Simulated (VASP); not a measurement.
# C (P2_1) in VASP: single point with r2SCAN

Aim: the single point of C with r2SCAN.

Program: VASP 6.6.1. These are calculated values, not measurements. Logs are shortened: lines on timing, memory, paths and dates and some standing lists are left out, and cuts for length are marked.

**1. The cell of the first run**

Symmetry: P2_1, No. 4, monoclinic system. Conventional cell: a = 2.510 Å, b = 8.280 Å, c = 2.510 Å, α = 90.00°, β = 120.00°, γ = 90.00°. C (site symmetry 1) has 4 C at 1.53 to 1.54 Å within 2.0 Å. C (site symmetry 1) has 4 C at 1.54 Å within 2.0 Å. C (site symmetry 1) has 4 C at 1.53 to 1.57 Å within 2.0 Å. C (site symmetry 1) has 4 C at 1.54 to 1.57 Å within 2.0 Å.

**2. Single point, r2SCAN (atoms displaced along a vibrational mode)**

Input file POSCAR:

```
C
1.0
    2.5098396852      0.0000000000      0.0000000000
   -1.2549198426      2.1735849268      0.0000000000
    0.0000000000      0.0000000000      8.2803246248
C
8
Direct
   -0.0111098238     -0.0081329555      0.0929334757
    0.0111098238      0.0081329555      0.5929334757
    0.0111098238      0.0081329555      0.4070665243
   -0.0111098238     -0.0081329555      0.9070665243
    0.3242633120      0.6600269502      0.1554962089
    0.6757366880      0.3399730498      0.6554962089
    0.3424033547      0.6733063831      0.3445037911
    0.6575966453      0.3266936169      0.8445037911
```

Input file INCAR.step1:

```
SYSTEM = C
PREC     = Accurate       ! precision mode
ENCUT    = 520            ! plane-wave cutoff, eV
ISMEAR   = 0              ! smearing method
SIGMA    = 0.05           ! smearing width, eV
LREAL    = .False.        ! projectors in reciprocal space
LASPH    = .True.         ! aspherical terms in the spheres
NELM     = 60             ! most SCF steps
NBANDS   = 26             ! bands
GGA      = PE             ! functional
ALGO     = Normal         ! electronic algorithm
EDIFF    = 1E-4           ! SCF threshold, eV
LWAVE    = .True.         ! write WAVECAR
LCHARG   = .False.        ! write CHGCAR
```

Input file INCAR.step2:

```
SYSTEM = C
PREC     = Accurate       ! precision mode
ENCUT    = 520            ! plane-wave cutoff, eV
EDIFF    = 1E-6           ! SCF threshold, eV
ISMEAR   = 0              ! smearing method
SIGMA    = 0.05           ! smearing width, eV
LREAL    = .False.        ! projectors in reciprocal space
LASPH    = .True.         ! aspherical terms in the spheres
NELM     = 60             ! most SCF steps
ALGO     = Normal         ! electronic algorithm
ISIF     = 2              ! what is computed and relaxed
LWAVE    = .False.        ! write WAVECAR
LCHARG   = .False.        ! write CHGCAR
METAGGA  = R2SCAN         ! meta-GGA
LMIXTAU  = .True.       
NBANDS   = 26             ! bands
ISTART   = 1
```

Input file KPOINTS:

```
regular mesh
0
Gamma
  12 12 4
  0 0 0
```

Potentials or basis: VASP PAW PBE potentials, release 64 (C).

Command:

```
$ cat potpaw_PBE.64/C/POTCAR > POTCAR
$ cp INCAR.step1 INCAR
$ mpirun -np 1 vasp_std > vasp.out
$ cp INCAR.step2 INCAR
$ mpirun -np 1 vasp_std > vasp.out
```

OUTCAR:

```text
SYSTEM = C
   PREC = Accurate
   ENCUT = 520
   EDIFF = 1E-6
   ISMEAR = 0
   LREAL = .False.
   LASPH = .True.
   NELM = 60
   ISIF = 2
   METAGGA = R2SCAN
   ISTART = 1

 ion  position               nearest neighbor table
   1  0.989  0.992  0.093-   5 1.53   4 1.54   5 1.54   5 1.54
   2  0.011  0.008  0.593-   6 1.53   3 1.54   6 1.54   6 1.54
   3  0.011  0.008  0.407-   7 1.54   7 1.54   2 1.54   7 1.54
   4  0.989  0.992  0.907-   8 1.54   8 1.54   1 1.54   8 1.54
   5  0.324  0.660  0.155-   1 1.53   1 1.54   1 1.54   7 1.57
   6  0.676  0.340  0.655-   2 1.53   2 1.54   2 1.54   8 1.57
   7  0.342  0.673  0.345-   3 1.54   3 1.54   3 1.54   5 1.57
   8  0.658  0.327  0.845-   4 1.54   4 1.54   4 1.54   6 1.57

  LATTYP: Found a hexagonal cell.
 ALAT       =     2.5098396852
 C/A-ratio  =     3.2991448313

  Lattice vectors:

 A1 = (   2.5098396852,   0.0000000000,   0.0000000000)
 A2 = (  -1.2549198426,   2.1735849268,   0.0000000000)
 A3 = (   0.0000000000,   0.0000000000,   8.2803246248)

Analysis of symmetry for initial positions (statically):
=====================================================================
 Subroutine PRICEL returns:
 Original cell was already a primitive cell.

 Routine SETGRP: Setting up the symmetry group for a
 hexagonal supercell.

 Subroutine GETGRP returns: Found  2 space group operations
 (whereof  1 operations were pure point group operations)
 out of a pool of 24 trial point group operations.

The static configuration has the point symmetry C_1 .
 The point group associated with its full space group is C_2 .

Analysis of symmetry for dynamics (positions and initial velocities):
=====================================================================
 Subroutine PRICEL returns:
 Original cell was already a primitive cell.

 Routine SETGRP: Setting up the symmetry group for a
 hexagonal supercell.

 Subroutine GETGRP returns: Found  2 space group operations
 (whereof  1 operations were pure point group operations)
 out of a pool of 24 trial point group operations.

The dynamic configuration has the point symmetry C_1 .
 The point group associated with its full space group is C_2 .

 Subroutine INISYM returns: Found  2 space group operations
 (whereof  1 operations are pure point group operations),
 and found     1 'primitive' translations

----------------------------------------------------------------------------------------

                                     Primitive cell

  volume of cell :      45.1721

  direct lattice vectors                    reciprocal lattice vectors
     2.509839685  0.000000000  0.000000000     0.398431823  0.230034720  0.000000000
    -1.254919843  2.173584927  0.000000000     0.000000000  0.460069440  0.000000000
     0.000000000  0.000000000  8.280324625     0.000000000  0.000000000  0.120768212

  length of vectors
     2.509839685  2.509839685  8.280324625     0.460069440  0.460069440  0.120768212

  position of ions in fractional coordinates (direct lattice)
     0.988890176  0.991867044  0.092933476
     0.011109824  0.008132956  0.592933476
     0.011109824  0.008132956  0.407066524
     0.988890176  0.991867044  0.907066524
     0.324263312  0.660026950  0.155496209
     0.675736688  0.339973050  0.655496209
     0.342403355  0.673306383  0.344503791
     0.657596645  0.326693617  0.844503791

  ion indices of the primitive-cell ions
   primitive index   ion index
                 1           1
                 2           2
                 3           3
                 4           4
                 5           5
                 6           6
                 7           7
                 8           8

----------------------------------------------------------------------------------------

 KPOINTS: regular mesh

Automatic generation of k-mesh.
 Grid dimensions read from file:
 generate k-points for:   12   12    4

 Generating k-lattice:

  Cartesian coordinates                     Fractional coordinates (reciprocal lattice)
     0.033202652  0.019169560  0.000000000     0.083333333 -0.000000000  0.000000000
     0.000000000  0.038339120  0.000000000     0.000000000  0.083333333  0.000000000
     0.000000000  0.000000000  0.030192053     0.000000000  0.000000000  0.250000000

  Length of vectors
     0.038339120  0.038339120  0.030192053

  Shift w.r.t. Gamma in fractional coordinates (k-lattice)
     0.000000000  0.000000000  0.000000000

 Subroutine IBZKPT returns following result:
 ===========================================

 Found    222 irreducible k-points:

 Following reciprocal coordinates:
            Coordinates               Weight
  0.000000  0.000000  0.000000      1.000000
  0.083333 -0.000000  0.000000      2.000000
  0.000000  0.083333  0.000000      2.000000
 -0.083333  0.083333  0.000000      2.000000
  0.166667 -0.000000  0.000000      2.000000
  0.000000  0.166667  0.000000      2.000000
[... 16 lines left out ...]
  0.166667  0.083333  0.000000      2.000000
 -0.083333  0.250000  0.000000      2.000000
 [... further k-points ...]
   k-points           NKPTS =    222   k-points in BZ     NKDIM =    222   number of bands    NBANDS=     26
   number of dos      NEDOS =    301   number of ions     NIONS =      8
   total plane-waves  NPLWV =  25600
   dimension x,y,z NGX =    20 NGY =   20 NGZ =   64
   dimension x,y,z NGXF=    40 NGYF=   40 NGZF=  128
   ions per type =               8
   NGX,Y,Z   is equivalent  to a cutoff of  13.25, 13.25, 12.85 a.u.
   NGXF,Y,Z  is equivalent  to a cutoff of  26.50, 26.50, 25.70 a.u.
 SYSTEM =  C
   PREC   = accura    normal or accurate (medium, high low for compatibility)
   ISTART =      1    job   : 0-new  1-cont  2-samecut
   ICHARG =      0    charge: 1-file 2-atom 10-const
   ISPIN  =      1    spin polarized calculation?
   LNONCOLLINEAR =      F non collinear calculations
   LSORBIT =      F    spin-orbit coupling
   LASPH  =      T    aspherical Exc in radial PAW
   ENCUT  =  520.0 eV  38.22 Ry    6.18 a.u.   4.67  4.67 15.40*2*pi/ulx,y,z
   NELM   =     60;   NELMIN=  2; NELMDL=  0     # of ELM steps
   EDIFF  = 0.1E-05   stopping-criterion for ELM
   LREAL  =      F    real-space projection
   EDIFFG = 0.1E-04   stopping-criterion for IOM
   NSW    =      0    number of steps for IOM
   IBRION =     -1    ionic relax: 0-MD 1-quasi-New 2-CG
   NFREE  =      0    steps in history (QN), initial steepest desc. (CG)
   ISIF   =      2    stress and relaxation
   ISYM   =      2    0-nonsym 1-usesym 2-fastsym
   POTIM  = 0.5000    time-step for ionic-motion
   TEBEG  =    0.0;   TEEND  =   0.0 temperature during run
   PSTRESS=    0.0 pullay stress
   NELECT =      32.0000    total number of electrons
   NUPDOWN=      -1.0000    fix difference up-down
   EMIN   =  10.00;   EMAX   =-10.00  energy-range for DOS
   EFERMI =   0.00;   METHOD = LEGACY
   ISMEAR =     0;   SIGMA  =   0.05  broadening in eV -4-tet -1-fermi 0-gaus
   EFERMI_NEDOS =   21; number of points for ismear=-14 and -15
   IALGO  =     38    algorithm
   IMIX   =      4    mixing-type and parameters
     AMIX     =   0.40;   BMIX     =  1.00
     AMIX_MAG =   1.60;   BMIX_MAG =  1.00
  volume/ion in A,a.u.               =       5.65        38.10
  Fermi-wavevector in a.u.,A,eV,Ry     =   1.459379  2.757827 28.977523  2.129788
  Thomas-Fermi vector in A             =   2.575953
   LORBIT       =      0    0 simple, 1 ext, 2 COOP (PROOUT), +10 PAW based schemes
   METAGGA = R2SCAN    functional components
   LHFCALC =     F    Hartree Fock is set to
   AEXX    =    0.0000 exact exchange contribution
   IVDW    =     0    specifies the selected vdW correction
   LEPSILON=     F    determine dielectric tensor
   LRPA    =     F    only Hartree local field effects (RPA)
 non-spin polarized calculation
 Gauss-broadening in eV      SIGMA  =   0.05
  energy-cutoff  :      520.00
  volume of cell :       45.17
 maximum number of plane-waves:      1236
   NGX =  9   NGY =  9   NGZ = 31

 number of electron      31.9999998 magnetization

 Free energy of the ion-electron system (eV)
  ---------------------------------------------------
  ext. energy  EPLUGINS =         0.00000000
  ---------------------------------------------------
  free energy    TOTEN  =       -78.53075175 eV

  energy without entropy =      -78.53075175  energy(sigma->0) =      -78.53075175

 E-fermi :  10.2282     XC(G=0): -14.2803

 val. band max:        9.9150377620   @ k =   0.0000   0.0000   0.0000
 cond. band min:      14.6900473634   @ k =   0.4167  -0.0000   0.0000
 fundamental gap:      4.7750096014
 Fermi energy:        10.2281835951

 k-point     1 :       0.0000    0.0000    0.0000
  band No.  band energies     occupation
      1     -12.9934      2.00000
      2     -11.2773      2.00000
      3     -11.1612      2.00000
      4      -7.1338      2.00000
      5      -4.3215      2.00000
      6       2.6113      2.00000
[... 18 lines left out ...]
     25      18.5688      0.00000
     26      18.7509      0.00000

 k-point     2 :       0.0833   -0.0000    0.0000
  band No.  band energies     occupation
      1     -12.8133      2.00000
      2     -11.0998      2.00000
      3     -10.9845      2.00000
      4      -6.9712      2.00000
      5      -4.1582      2.00000
      6       2.6988      2.00000
[... 18 lines left out ...]
     25      19.0607      0.00000
     26      19.3906      0.00000

 k-point     3 :       0.0000    0.0833    0.0000
  band No.  band energies     occupation
      1     -12.8133      2.00000
      2     -11.0998      2.00000
      3     -10.9845      2.00000
      4      -6.9712      2.00000
      5      -4.1582      2.00000
      6       2.6989      2.00000
[... 18 lines left out ...]
     25      19.0614      0.00000
     26      19.3920      0.00000

 k-point     4 :      -0.0833    0.0833    0.0000
  band No.  band energies     occupation
      1     -12.8133      2.00000
      2     -11.0998      2.00000
      3     -10.9845      2.00000
      4      -6.9712      2.00000
      5      -4.1582      2.00000
      6       2.6989      2.00000
[... 18 lines left out ...]
     25      19.0621      0.00000
     26      19.3925      0.00000
[... 496 lines left out ...]
      1     -12.4541      2.00000
      2     -10.7460      2.00000
      3     -10.6324      2.00000
      4      -6.6468      2.00000
      5      -3.8382      2.00000
      6       2.8372      2.00000
[... 18 lines left out ...]
     25      19.7514      0.00000
     26      20.1632      0.00000

 k-point    23 :       0.1667    0.0833    0.0000
  band No.  band energies     occupation
      1     -11.7402      2.00000
      2     -10.0434      2.00000
      3      -9.9342      2.00000
      4      -6.0033      2.00000
      5      -3.2359      2.00000
      6       2.3848      2.00000
[... 18 lines left out ...]
     25      20.3930      0.00000
     26      21.5133      0.00000

 k-point    24 :      -0.0833    0.2500    0.0000
  band No.  band energies     occupation
      1     -11.7402      2.00000
      2     -10.0434      2.00000
      3      -9.9342      2.00000
      4      -6.0032      2.00000
      5      -3.2360      2.00000
      6       2.3851      2.00000
[... 18 lines left out ...]
     25      20.3854      0.00000
     26      21.4466      0.00000

 [... further k-points ...]

------------------------ aborting loop because EDIFF is reached ----------------------------------------

  FORCE on cell =-STRESS in cart. coord.  units (eV):
  Direction    XX          YY          ZZ          XY          YZ          ZX
  --------------------------------------------------------------------------------------
  -------------------------------------------------------------------------------------
  Total        0.3140796      0.3141066      0.3128722     -0.0122231      0.0000000      0.0000000
  in kB       11.1398751     11.1408348     11.0970503     -0.4335317      0.0000000      0.0000000
  external PRESSURE =      11.1259201 kB  Pullay stress =       0.0000000 kB

 VOLUME and BASIS-vectors are now :
 -----------------------------------------------------------------------------
  energy-cutoff  :      520.00
  volume of cell :       45.17
      direct lattice vectors                 reciprocal lattice vectors
     2.509839685  0.000000000  0.000000000     0.398431823  0.230034720  0.000000000
    -1.254919843  2.173584927  0.000000000     0.000000000  0.460069440  0.000000000
     0.000000000  0.000000000  8.280324625     0.000000000  0.000000000  0.120768212

 POSITION                                       TOTAL-FORCE (eV/Angst)
 -----------------------------------------------------------------------------------
      1.23724      2.15591      0.76952         0.128298      0.126336      0.000027
      0.01768      0.01768      4.90968        -0.128298     -0.126336      0.000027
      0.01768      0.01768      3.37064        -0.124337     -0.126335     -0.000062
      1.23724      2.15591      7.51081         0.124337      0.126335     -0.000062
     -0.01443      1.43462      1.28756         0.097669      0.100387      0.009106
      1.26935      0.73896      5.42772        -0.097669     -0.100387      0.009106
      0.01443      1.46349      2.85260        -0.103108     -0.100380     -0.009071
      1.24049      0.71010      6.99277         0.103108      0.100380     -0.009071
 -----------------------------------------------------------------------------------
    total drift:                                0.000000     -0.000000      0.000020

  FREE ENERGIE OF THE ION-ELECTRON SYSTEM (eV)
  ---------------------------------------------------
  free  energy   TOTEN  =       -78.5307517513 eV

  energy  without entropy=      -78.5307517513  energy(sigma->0) =      -78.53075175
```

Run time: 8.8 min. Hardware: 1 thread of Intel Xeon Platinum 8559C (Emerald Rapids), shared host; peak memory 0.29 GiB.

What came out:

- Free energy: -78.5308 eV
- Pressure: 1.1 GPa
- Largest force: 0.180 eV/Å
- Band gap on the k mesh: 4.78 eV (least direct gap 5.55 eV)

Forces on the atoms (eV/Å):
```
C    0.128  0.126  0.000
C   -0.128 -0.126  0.000
C   -0.124 -0.126  0.000
C    0.124  0.126  0.000
C    0.098  0.100  0.009
C   -0.098 -0.100  0.009
C   -0.103 -0.100 -0.009
C    0.103  0.100 -0.009
```

Caveat: the cell differs from its parent crystal (atoms displaced along a vibrational mode); the PAW data sets were made with another functional, which shifts forces and pressure a little.
